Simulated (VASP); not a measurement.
# Sb (Pm-3m) in VASP: a series of runs

The runs below take Sb through single point, with PBEsol.

Program: VASP 6.6.1. These are calculated values, not measurements. Logs are shortened: lines on timing, memory, paths and dates and some standing lists are left out, and cuts for length are marked.

### Step 1. The cell of the first run

The structure is cubic, space group Pm-3m (No. 221). The conventional cell has a = 3.095 Å, b = 3.095 Å, c = 3.095 Å, α = 90.00°, β = 90.00°, γ = 90.00°. Sb (site symmetry m-3m) has 6 Sb at 3.10 Å within 4.1 Å.

### Step 2. Single point, PBEsol (volume scaled by 0.94)

Input file INCAR:

```
SYSTEM = Sb
PREC = Accurate ; ENCUT = 520
EDIFF = 1E-7 ; ISMEAR = -1
SIGMA = 0.05 ; LREAL = .FALSE.
LASPH = .TRUE. ; NELM = 60
ALGO = Normal ; ISIF = 2
LWAVE = .FALSE. ; LCHARG = .FALSE.
GGA = PS ; NBANDS = 8
```

Input file KPOINTS:

```
Automatic mesh
0
G
  13 13 13
  0 0 0
```

Input file POSCAR:

```
Sb
1.0
    3.0954921035      0.0000000000      0.0000000000
    0.0000000000      3.0954921035      0.0000000000
    0.0000000000      0.0000000000      3.0954921035
Sb
1
Direct
    0.0000000000      0.0000000000      0.0000000000
```

Potentials or basis: VASP PAW PBE potentials, release 64 (Sb).

Command:

```console
$ cat potpaw_PBE.64/Sb/POTCAR > POTCAR
$ mpirun -np 1 vasp_std > vasp.out
```

OUTCAR:

```text
SYSTEM = Sb
   PREC = Accurate
   ENCUT = 520
   EDIFF = 1E-7
   ISMEAR = -1
   LREAL = .FALSE.
   LASPH = .TRUE.
   NELM = 60
   ISIF = 2
   GGA = PS

 ion  position               nearest neighbor table
   1  0.000  0.000  0.000-

  LATTYP: Found a simple cubic cell.
 ALAT       =     3.0954921035

  Lattice vectors:

 A1 = (   3.0954921035,   0.0000000000,   0.0000000000)
 A2 = (   0.0000000000,   3.0954921035,   0.0000000000)
 A3 = (   0.0000000000,   0.0000000000,   3.0954921035)

Analysis of symmetry for initial positions (statically):
=====================================================================
 Subroutine PRICEL returns:
 Original cell was already a primitive cell.

 Routine SETGRP: Setting up the symmetry group for a
 simple cubic supercell.

 Subroutine GETGRP returns: Found 48 space group operations
 (whereof 48 operations were pure point group operations)
 out of a pool of 48 trial point group operations.

The static configuration has the point symmetry O_h .

Analysis of symmetry for dynamics (positions and initial velocities):
=====================================================================
 Subroutine PRICEL returns:
 Original cell was already a primitive cell.

 Routine SETGRP: Setting up the symmetry group for a
 simple cubic supercell.

 Subroutine GETGRP returns: Found 48 space group operations
 (whereof 48 operations were pure point group operations)
 out of a pool of 48 trial point group operations.

The dynamic configuration has the point symmetry O_h .

 Subroutine INISYM returns: Found 48 space group operations
 (whereof 48 operations are pure point group operations),
 and found     1 'primitive' translations

----------------------------------------------------------------------------------------

                                     Primitive cell

  volume of cell :      29.6612

  direct lattice vectors                    reciprocal lattice vectors
     3.095492103  0.000000000  0.000000000     0.323050412  0.000000000  0.000000000
     0.000000000  3.095492103  0.000000000     0.000000000  0.323050412  0.000000000
     0.000000000  0.000000000  3.095492103     0.000000000  0.000000000  0.323050412

  length of vectors
     3.095492103  3.095492103  3.095492103     0.323050412  0.323050412  0.323050412

  position of ions in fractional coordinates (direct lattice)
     0.000000000  0.000000000  0.000000000

  ion indices of the primitive-cell ions
   primitive index   ion index
                 1           1

----------------------------------------------------------------------------------------

 KPOINTS: Automatic mesh

Automatic generation of k-mesh.
 Grid dimensions read from file:
 generate k-points for:   13   13   13

 Generating k-lattice:

  Cartesian coordinates                     Fractional coordinates (reciprocal lattice)
     0.024850032  0.000000000  0.000000000     0.076923077  0.000000000  0.000000000
     0.000000000  0.024850032  0.000000000     0.000000000  0.076923077  0.000000000
     0.000000000  0.000000000  0.024850032     0.000000000  0.000000000  0.076923077

  Length of vectors
     0.024850032  0.024850032  0.024850032

  Shift w.r.t. Gamma in fractional coordinates (k-lattice)
     0.000000000  0.000000000  0.000000000

 Subroutine IBZKPT returns following result:
 ===========================================

 Found     84 irreducible k-points:

 Following reciprocal coordinates:
            Coordinates               Weight
  0.000000  0.000000  0.000000      1.000000
  0.076923  0.000000  0.000000      6.000000
  0.153846  0.000000  0.000000      6.000000
  0.230769  0.000000  0.000000      6.000000
  0.307692  0.000000  0.000000      6.000000
  0.384615  0.000000  0.000000      6.000000
[... 16 lines left out ...]
  0.307692  0.307692  0.000000     12.000000
  0.384615  0.307692  0.000000     24.000000
 [... further k-points ...]
   k-points           NKPTS =     84   k-points in BZ     NKDIM =     84   number of bands    NBANDS=      8
   number of dos      NEDOS =    301   number of ions     NIONS =      1
   total plane-waves  NPLWV =  13824
   dimension x,y,z NGX =    24 NGY =   24 NGZ =   24
   dimension x,y,z NGXF=    48 NGYF=   48 NGZF=   48
   ions per type =               1
   NGX,Y,Z   is equivalent  to a cutoff of  12.89, 12.89, 12.89 a.u.
   NGXF,Y,Z  is equivalent  to a cutoff of  25.78, 25.78, 25.78 a.u.
 SYSTEM =  Sb
   PREC   = accura    normal or accurate (medium, high low for compatibility)
   ISTART =      0    job   : 0-new  1-cont  2-samecut
   ICHARG =      2    charge: 1-file 2-atom 10-const
   ISPIN  =      1    spin polarized calculation?
   LNONCOLLINEAR =      F non collinear calculations
   LSORBIT =      F    spin-orbit coupling
   LASPH  =      T    aspherical Exc in radial PAW
   ENCUT  =  520.0 eV  38.22 Ry    6.18 a.u.   5.76  5.76  5.76*2*pi/ulx,y,z
   NELM   =     60;   NELMIN=  2; NELMDL= -5     # of ELM steps
   EDIFF  = 0.1E-06   stopping-criterion for ELM
   LREAL  =      F    real-space projection
   EDIFFG = 0.1E-05   stopping-criterion for IOM
   NSW    =      0    number of steps for IOM
   IBRION =     -1    ionic relax: 0-MD 1-quasi-New 2-CG
   NFREE  =      0    steps in history (QN), initial steepest desc. (CG)
   ISIF   =      2    stress and relaxation
   ISYM   =      2    0-nonsym 1-usesym 2-fastsym
   POTIM  = 0.5000    time-step for ionic-motion
   TEBEG  =    0.0;   TEEND  =   0.0 temperature during run
   PSTRESS=    0.0 pullay stress
   NELECT =       5.0000    total number of electrons
   NUPDOWN=      -1.0000    fix difference up-down
   EMIN   =  10.00;   EMAX   =-10.00  energy-range for DOS
[... 5 lines left out ...]
     AMIX     =   0.40;   BMIX     =  1.00
     AMIX_MAG =   1.60;   BMIX_MAG =  1.00
  volume/ion in A,a.u.               =      29.66       200.16
  Fermi-wavevector in a.u.,A,eV,Ry     =   0.904347  1.708968 11.127438  0.817844
  Thomas-Fermi vector in A             =   2.027783
   LORBIT       =      0    0 simple, 1 ext, 2 COOP (PROOUT), +10 PAW based schemes
   GGA     = PS    functional components
   LHFCALC =     F    Hartree Fock is set to
   AEXX    =    0.0000 exact exchange contribution
   IVDW    =     0    specifies the selected vdW correction
   LEPSILON=     F    determine dielectric tensor
   LRPA    =     F    only Hartree local field effects (RPA)
 non-spin polarized calculation
  energy-cutoff  :      520.00
  volume of cell :       29.66
 maximum number of plane-waves:       813
 NGX is ok and might be reduce to    24
   NGX = 11   NGY = 11   NGZ = 11

 number of electron       4.9999999 magnetization

 Free energy of the ion-electron system (eV)
  ---------------------------------------------------
  ext. energy  EPLUGINS =         0.00000000
  ---------------------------------------------------
  free energy    TOTEN  =        -4.54295443 eV

  energy without entropy =       -4.54039476  energy(sigma->0) =       -4.54167459

 E-fermi :   7.1147     XC(G=0):  -9.7777

 val. band max:        7.0766282865   @ k =   0.3077   0.2308   0.1538
 cond. band min:       7.2025630653   @ k =   0.3077   0.2308   0.2308
 fundamental gap:      0.1259347788
 Fermi energy:         7.1147446378

 k-point     1 :       0.0000    0.0000    0.0000
  band No.  band energies     occupation
      1      -5.3862      2.00000
      2      10.3333      0.00000
      3      10.3333      0.00000
      4      10.3333      0.00000
      5      14.0134      0.00000
      6      14.0134      0.00000
      7      15.2279      0.00000
      8      24.8211      0.00000

 k-point     2 :       0.0769    0.0000    0.0000
  band No.  band energies     occupation
      1      -5.2998      2.00000
      2       9.2580      0.00000
      3      10.4187      0.00000
      4      10.4187      0.00000
      5      14.0820      0.00000
      6      14.6126      0.00000
      7      15.8927      0.00000
      8      24.0222      0.00000

 k-point     3 :       0.1538    0.0000    0.0000
  band No.  band energies     occupation
      1      -5.0433      2.00000
      2       7.3796      0.00997
      3      10.6675      0.00000
      4      10.6675      0.00000
      5      14.2867      0.00000
      6      15.0267      0.00000
      7      17.9060      0.00000
      8      22.7073      0.00000

 k-point     4 :       0.2308    0.0000    0.0000
  band No.  band energies     occupation
      1      -4.6274      2.00000
      2       5.4971      2.00000
      3      11.0553      0.00000
      4      11.0553      0.00000
      5      14.6226      0.00000
      6      15.4351      0.00000
      7      20.1750      0.00000
      8      21.3746      0.00000

 k-point     5 :       0.3077    0.0000    0.0000
  band No.  band energies     occupation
      1      -4.0801      2.00000
      2       3.7970      2.00000
      3      11.5320      0.00000
      4      11.5320      0.00000
      5      15.0764      0.00000
      6      15.9710      0.00000
      7      20.1571      0.00000
      8      20.1571      0.00000
[... 177 lines left out ...]
 k-point    22 :       0.4615    0.2308    0.0000
  band No.  band energies     occupation
      1      -2.2390      2.00000
      2       2.2539      2.00000
      3       7.6650      0.00003
      4      12.6830      0.00000
      5      13.0586      0.00000
      6      17.5754      0.00000
      7      19.0165      0.00000
      8      19.1874      0.00000

 k-point    23 :       0.3077    0.3077    0.0000
  band No.  band energies     occupation
      1      -2.7633      2.00000
      2       4.8110      2.00000
      3       5.2548      2.00000
      4      12.7467      0.00000
      5      13.0753      0.00000
      6      16.7952      0.00000
      7      21.0198      0.00000
      8      21.2013      0.00000

 k-point    24 :       0.3846    0.3077    0.0000
  band No.  band energies     occupation
      1      -2.1484      2.00000
      2       3.6048      2.00000
      3       5.5800      2.00000
      4      11.8970      0.00000
      5      13.2249      0.00000
      6      17.4193      0.00000
      7      20.1607      0.00000
      8      20.4778      0.00000

 [... further k-points ...]
[... 5 lines left out ...]
  --------------------------------------------------------------------------------------
  -------------------------------------------------------------------------------------
  Total       -0.3582004     -0.3582004     -0.3582004     -0.0000000      0.0000000     -0.0000000
  in kB      -19.3485094    -19.3485094    -19.3485094     -0.0000000      0.0000000     -0.0000000
  external PRESSURE =     -19.3485094 kB  Pullay stress =       0.0000000 kB

 VOLUME and BASIS-vectors are now :
 -----------------------------------------------------------------------------
  energy-cutoff  :      520.00
  volume of cell :       29.66
      direct lattice vectors                 reciprocal lattice vectors
     3.095492103  0.000000000  0.000000000     0.323050412  0.000000000  0.000000000
     0.000000000  3.095492103  0.000000000     0.000000000  0.323050412  0.000000000
     0.000000000  0.000000000  3.095492103     0.000000000  0.000000000  0.323050412

 POSITION                                       TOTAL-FORCE (eV/Angst)
 -----------------------------------------------------------------------------------
      0.00000      0.00000      0.00000         0.000000      0.000000      0.000000
 -----------------------------------------------------------------------------------
    total drift:                               -0.000000      0.000000      0.000000

  FREE ENERGIE OF THE ION-ELECTRON SYSTEM (eV)
  ---------------------------------------------------
  free  energy   TOTEN  =        -4.5429544286 eV

  energy  without entropy=       -4.5403947602  energy(sigma->0) =       -4.54167459
```

Run time: 4.2 s. Hardware: 1 thread of Intel Xeon 6975P-C (Granite Rapids), shared host; peak memory 0.14 GiB.

Results:

- Free energy: -4.5430 eV
- Pressure: -1.9 GPa

Levels at points of the mesh, in eV from the Fermi level:
```csv
k point,band 1,band 2,band 3,band 4,band 5,band 6
"(0.00, 0.00, 0.00)",-12.50,3.22,3.22,3.22,6.90,6.90
```

Caveat: the PAW data sets were made with another functional, which shifts forces and pressure a little; spin-orbit coupling is left out, which moves the levels of the heavy elements.

(Continued in part 2 of 3.)
